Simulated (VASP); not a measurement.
Wanted: the native input for a VASP 6.6.1 run.

```yaml
Task: single point
Functional: r2SCAN
Potentials_or_basis: VASP PAW PBE potentials, release 64 (Be)
Cutoff: 520 eV
k_mesh: 24 × 24 × 14
Occupations: fermi-dirac, width 0.05 eV
Spin: no spin polarisation
Dipole_correction: no
Further_INCAR_settings: ALGO = Normal; EDIFF = 1e-07; NBANDS = 9
```

The system is Be.

```
Be
1.0
     2.20800    0.00000    0.00000
    -1.10400    1.91219    0.00000
     0.00000    0.00000    3.48742
Be
2
Cartesian
  0.0000 1.2748 0.8719
  1.1040 0.6374 2.6156
```

One way to write it, as run:

POSCAR

```
Be
1.0
    2.2080013906      0.0000000000      0.0000000000
   -1.1040006953      1.9121852958      0.0000000000
    0.0000000000      0.0000000000      3.4874211792
Be
2
Direct
    0.3333333333      0.6666666667      0.2500000000
    0.6666666667      0.3333333333      0.7500000000
```

INCAR.step1

```
SYSTEM = Be
ALGO = Normal
EDIFF = 1E-4
ENCUT = 520
GGA = PE
ISMEAR = -1
LASPH = .True.
LCHARG = .False.
LREAL = .False.
LWAVE = .True.
NBANDS = 9
NELM = 60
PREC = Accurate
SIGMA = 0.05
```

INCAR.step2

```
SYSTEM = Be
ALGO = Normal
EDIFF = 1E-7
ENCUT = 520
ISIF = 2
ISMEAR = -1
ISTART = 1
LASPH = .True.
LCHARG = .False.
LMIXTAU = .True.
LREAL = .False.
LWAVE = .False.
METAGGA = R2SCAN
NBANDS = 9
NELM = 60
PREC = Accurate
SIGMA = 0.05
```

KPOINTS

```
k-points
0
Gamma
  24 24 14
  0 0 0
```

Potentials or basis: VASP PAW PBE potentials, release 64 (Be).

Run with:

```console
$ cat potpaw_PBE.64/Be/POTCAR > POTCAR
$ cp INCAR.step1 INCAR
$ mpirun -np 1 vasp_std > vasp.out
$ cp INCAR.step2 INCAR
$ mpirun -np 1 vasp_std > vasp.out
```

It gave:

```yaml
Pressure: 10.2 GPa
Band_gap_on_the_k_mesh: zero (band 2 reaches 8.81 eV, above the bottom of band 3 at 6.52 eV)
```

Caveat: the PAW data sets were made with another functional, which shifts forces and pressure a little.

Run time: 2.2 min on 1 thread of AMD EPYC 7R13 Processor (Zen 3), on a shared host, peak memory 0.13 GiB.
